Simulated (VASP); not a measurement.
## Ca: single point with PBE

Ca, a sheet with vacuum:

```
Ca
1.0
     3.81485    0.00000    0.00000
    -1.90742    3.30376    0.00000
     0.00000    0.00000   29.17045
Ca
2
Cartesian
  0.0000 0.0000 6.6191
  0.0000 0.0000 10.3809
```

```yaml
Program: VASP 6.6.1
Task: single point
Functional: PBE
Potentials_or_basis: VASP PAW PBE potentials, release 64 (Ca_sv)
Cutoff: 520 eV
k_mesh: 18 × 18 × 1
Occupations: gaussian, width 0.1 eV
Spin: no spin polarisation
Dipole_correction: yes
Further_INCAR_settings: ALGO = Normal; EDIFF = 1e-06; NBANDS = 17
```

* Largest force: 0.045 eV/Å
* Band gap on the k mesh: zero (band 10 reaches -1.54 eV, above the bottom of band 11 at -2.19 eV)

Forces on the atoms (eV/Å):
```
Ca   0.000  0.000  0.045
Ca   0.000  0.000 -0.045
```

Levels at points of the mesh, in eV from the Fermi level:
```csv
k point,band 8,band 9,band 10,band 11,band 12,band 13
"(0.00, 0.00, 0.00)",-23.41,-3.47,-2.49,-0.28,0.76,0.90
"(0.50, 0.00, 0.00)",-23.44,-0.62,-0.15,0.04,0.64,0.66
```

Wall time 3.2 min on 1 thread of AMD EPYC 9R45 96-Core Processor (Zen 5) (shared host), peak memory 0.52 GiB.
